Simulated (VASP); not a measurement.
# ZnO (P6_3/mmc) in VASP: further runs

ZnO is run at these levels: PBE+D3(BJ); tasks: single point.

Program: VASP 6.6.1. These are calculated values, not measurements. Logs are shortened: lines on timing, memory, paths and dates and some standing lists are left out, and cuts for length are marked.

## (1) The cell of the first run

It takes space group P6_3/mmc (No. 194, hexagonal). Conventional cell: a = 3.471 Å, b = 3.471 Å, c = 6.398 Å, α = 90.00°, β = 90.00°, γ = 120.00°. Within 2.7 Å of Zn (site symmetry -6m2) lie 3 O at 2.00 Å. Within 2.7 Å of O (site symmetry -6m2) lie 3 Zn at 2.00 Å.

## (2) Single point, PBE+D3(BJ)

Contents of INCAR:

```
SYSTEM = ZnO
  ALGO = Normal
  EDIFF = 1E-6
  ENCUT = 520
  GGA = PE
  ISIF = 2
  ISMEAR = 0
  IVDW = 12
  LASPH = .True.
  LCHARG = .False.
  LREAL = .False.
  LWAVE = .False.
  NBANDS = 26
  NELM = 60
  PREC = Accurate
  SIGMA = 0.05
```

Contents of KPOINTS:

```
k-points
0
Gamma
  12 12 4
  0 0 0
```

Contents of POSCAR:

```
ZnO
1.0
    3.4709990577      0.0000000000      0.0000000000
   -1.7354995288      3.0059733605      0.0000000000
    0.0000000000      0.0000000000      6.3982670479
Zn O
2 2
Direct
    0.0000000000      0.0000000000      0.7500000000
    0.0000000000      0.0000000000      0.2500000000
    0.3333333333      0.6666666667      0.2500000000
    0.6666666667      0.3333333333      0.7500000000
```

Potentials or basis: VASP PAW PBE potentials, release 64 (Zn, O).

Started as:

```sh
> cat potpaw_PBE.64/Zn/POTCAR potpaw_PBE.64/O/POTCAR > POTCAR
> mpirun -np 1 vasp_std > vasp.out
```

OUTCAR:

```text
SYSTEM = ZnO
   EDIFF = 1E-6
   ENCUT = 520
   GGA = PE
   ISIF = 2
   ISMEAR = 0
   IVDW = 12
   LASPH = .True.
   LREAL = .False.
   NELM = 60
   PREC = Accurate
 IVDW          = 12

 ion  position               nearest neighbor table
   1  0.000  0.000  0.750-   4 2.00   4 2.00   4 2.00
   2  0.000  0.000  0.250-   3 2.00   3 2.00   3 2.00
   3  0.333  0.667  0.250-   2 2.00   2 2.00   2 2.00
   4  0.667  0.333  0.750-   1 2.00   1 2.00   1 2.00

  LATTYP: Found a hexagonal cell.
 ALAT       =     3.4709990577
 C/A-ratio  =     1.8433502693

  Lattice vectors:

 A1 = (   3.4709990577,   0.0000000000,   0.0000000000)
 A2 = (  -1.7354995288,   3.0059733605,   0.0000000000)
 A3 = (   0.0000000000,   0.0000000000,   6.3982670479)

Analysis of symmetry for initial positions (statically):
=====================================================================
 Subroutine PRICEL returns:
 Original cell was already a primitive cell.

 Routine SETGRP: Setting up the symmetry group for a
 hexagonal supercell.

 Subroutine GETGRP returns: Found 24 space group operations
 (whereof 12 operations were pure point group operations)
 out of a pool of 24 trial point group operations.

The static configuration has the point symmetry D_3d.
 The point group associated with its full space group is D_6h.

Analysis of symmetry for dynamics (positions and initial velocities):
=====================================================================
 Subroutine PRICEL returns:
 Original cell was already a primitive cell.

 Routine SETGRP: Setting up the symmetry group for a
 hexagonal supercell.

 Subroutine GETGRP returns: Found 24 space group operations
 (whereof 12 operations were pure point group operations)
 out of a pool of 24 trial point group operations.

The dynamic configuration has the point symmetry D_3d.
 The point group associated with its full space group is D_6h.

 Subroutine INISYM returns: Found 24 space group operations
 (whereof 12 operations are pure point group operations),
 and found     1 'primitive' translations

----------------------------------------------------------------------------------------

                                     Primitive cell

  volume of cell :      66.7578

  direct lattice vectors                    reciprocal lattice vectors
     3.470999058  0.000000000  0.000000000     0.288101490  0.166335473  0.000000000
    -1.735499529  3.005973361  0.000000000     0.000000000  0.332670946  0.000000000
     0.000000000  0.000000000  6.398267048     0.000000000  0.000000000  0.156292320

  length of vectors
     3.470999058  3.470999058  6.398267048     0.332670946  0.332670946  0.156292320

[... 88 lines left out ...]
   IBRION =     -1    ionic relax: 0-MD 1-quasi-New 2-CG
   NFREE  =      0    steps in history (QN), initial steepest desc. (CG)
   ISIF   =      2    stress and relaxation
   ISYM   =      2    0-nonsym 1-usesym 2-fastsym
   POTIM  = 0.5000    time-step for ionic-motion
   TEBEG  =    0.0;   TEEND  =   0.0 temperature during run
   PSTRESS=    0.0 pullay stress
   NELECT =      36.0000    total number of electrons
   NUPDOWN=      -1.0000    fix difference up-down
   EMIN   =  10.00;   EMAX   =-10.00  energy-range for DOS
   EFERMI =   0.00;   METHOD = LEGACY
   ISMEAR =     0;   SIGMA  =   0.05  broadening in eV -4-tet -1-fermi 0-gaus
   EFERMI_NEDOS =   21; number of points for ismear=-14 and -15
   IALGO  =     38    algorithm
   IMIX   =      4    mixing-type and parameters
     AMIX     =   0.40;   BMIX     =  1.00
     AMIX_MAG =   1.60;   BMIX_MAG =  1.00
  volume/ion in A,a.u.               =      16.69       112.63
  Fermi-wavevector in a.u.,A,eV,Ry     =   1.332524  2.518105 24.158775  1.775620
  Thomas-Fermi vector in A             =   2.461452
   LORBIT       =      0    0 simple, 1 ext, 2 COOP (PROOUT), +10 PAW based schemes
   GGA     = PE    functional components
   LHFCALC =     F    Hartree Fock is set to
   AEXX    =    0.0000 exact exchange contribution
   IVDW    =    12    specifies the selected vdW correction
   LEPSILON=     F    determine dielectric tensor
   LRPA    =     F    only Hartree local field effects (RPA)
 non-spin polarized calculation
 Gauss-broadening in eV      SIGMA  =   0.05
  energy-cutoff  :      520.00
  volume of cell :       66.76
 maximum number of plane-waves:      1835
 NGX is ok and might be reduce to    28
   NGX = 13   NGY = 13   NGZ = 23

 number of electron      35.9999974 magnetization

 Free energy of the ion-electron system (eV)
  ---------------------------------------------------
  ext. energy  EPLUGINS =         0.00000000
  ---------------------------------------------------
  free energy    TOTEN  =       -16.51939268 eV

  energy without entropy =      -16.51939268  energy(sigma->0) =      -16.51939268

 E-fermi :  -0.9471     XC(G=0):  -9.1373

 val. band max:       -1.2317147109   @ k =   0.0000   0.0000   0.0000
 cond. band min:      -0.7310750239   @ k =   0.0000   0.0000   0.0000
 fundamental gap:      0.5006396870
 Fermi energy:        -0.9470729315

 k-point     1 :       0.0000    0.0000    0.0000
  band No.  band energies     occupation
      1     -17.6729      2.00000
      2     -17.5090      2.00000
      3      -6.6516      2.00000
      4      -6.6516      2.00000
      5      -6.6128      2.00000
      6      -6.6128      2.00000
[... 685 lines left out ...]
     25      11.5150      0.00000
     26      11.6489      0.00000

 [... further k-points ...]

------------------------ aborting loop because EDIFF is reached ----------------------------------------

 Edisp (eV)   -0.63362

 E8    (eV) :    -0.2404

  FORCE on cell =-STRESS in cart. coord.  units (eV):
  Direction    XX          YY          ZZ          XY          YZ          ZX
  --------------------------------------------------------------------------------------
  -------------------------------------------------------------------------------------
  Total      -8.00502    -8.00502    -0.39842    -0.00000     0.00000    -0.00000
  in kB    -192.11931  -192.11931    -9.56214    -0.00000     0.00000    -0.00000
  external pressure =     -131.27 kB  Pullay stress =        0.00 kB

 VOLUME and BASIS-vectors are now :
 -----------------------------------------------------------------------------
  energy-cutoff  :      520.00
  volume of cell :       66.76
      direct lattice vectors                 reciprocal lattice vectors
     3.470999058  0.000000000  0.000000000     0.288101490  0.166335473  0.000000000
    -1.735499529  3.005973361  0.000000000     0.000000000  0.332670946  0.000000000
     0.000000000  0.000000000  6.398267048     0.000000000  0.000000000  0.156292320

 POSITION                                       TOTAL-FORCE (eV/Angst)
 -----------------------------------------------------------------------------------
      0.00000      0.00000      4.79870         0.000000     -0.000000     -0.000000
      0.00000      0.00000      1.59957        -0.000000      0.000000     -0.000000
     -0.00000      2.00398      1.59957        -0.000000      0.000000     -0.000000
      1.73550      1.00199      4.79870         0.000000     -0.000000      0.000000
 -----------------------------------------------------------------------------------
    total drift:                                0.000000     -0.000000      0.000000

  FREE ENERGIE OF THE ION-ELECTRON SYSTEM (eV)
  ---------------------------------------------------
  free  energy   TOTEN  =       -17.1530123457 eV

  energy  without entropy=      -17.1530123457  energy(sigma->0) =      -17.15301235
```

OSZICAR:

```text
N       E                     dE             d eps       ncg     rms          rms(c)
DAV:   1     0.288976206498E+03    0.28898E+03   -0.17855E+04  2980   0.179E+03
DAV:   2     0.145566648229E+02   -0.27442E+03   -0.25484E+03  3188   0.380E+02
DAV:   3    -0.198649766595E+02   -0.34422E+02   -0.33991E+02  3350   0.137E+02
DAV:   4    -0.205898142702E+02   -0.72484E+00   -0.72335E+00  3320   0.213E+01
DAV:   5    -0.205939004533E+02   -0.40862E-02   -0.40857E-02  3318   0.159E+00    0.133E+01
DAV:   6    -0.164534407868E+02    0.41405E+01   -0.10188E+01  5042   0.808E+01    0.740E+00
DAV:   7    -0.165970203983E+02   -0.14358E+00   -0.36326E+00  3112   0.182E+01    0.452E+00
DAV:   8    -0.165764591762E+02    0.20561E-01   -0.84620E-01  3392   0.660E+00    0.180E+00
DAV:   9    -0.165175773152E+02    0.58882E-01   -0.13281E-01  4168   0.482E+00    0.413E-01
DAV:  10    -0.165189102072E+02   -0.13329E-02   -0.30625E-02  3038   0.140E+00    0.103E-01
DAV:  11    -0.165194183701E+02   -0.50816E-03   -0.12784E-03  3664   0.702E-01    0.875E-02
DAV:  12    -0.165193901278E+02    0.28242E-04   -0.52808E-04  4142   0.480E-01    0.132E-02
DAV:  13    -0.165193933120E+02   -0.31842E-05   -0.68948E-05  3616   0.811E-02    0.145E-02
DAV:  14    -0.165193930387E+02    0.27324E-06   -0.10167E-05  3094   0.255E-02    0.497E-03
DAV:  15    -0.165193926818E+02    0.35692E-06   -0.18243E-06  2610   0.106E-02
   1 F= -.17153012E+02 E0= -.17153012E+02  d E =-.384729E-12
```

Run time: 2.9 min. Hardware: 1 thread of Intel Xeon 8259CL, shared host; peak memory 0.24 GiB.

Results:

```
Free energy                : -17.1530 eV
Pressure                   : -13.1 GPa
Band gap on the k mesh     : 0.50 eV
Dispersion energy per atom : -0.158 eV
```

Caveat: the stress differs along the axes, from -19 to -1 GPa; semilocal functionals underestimate gaps, and a narrow one can read as zero.

[end of part 1 of 3]
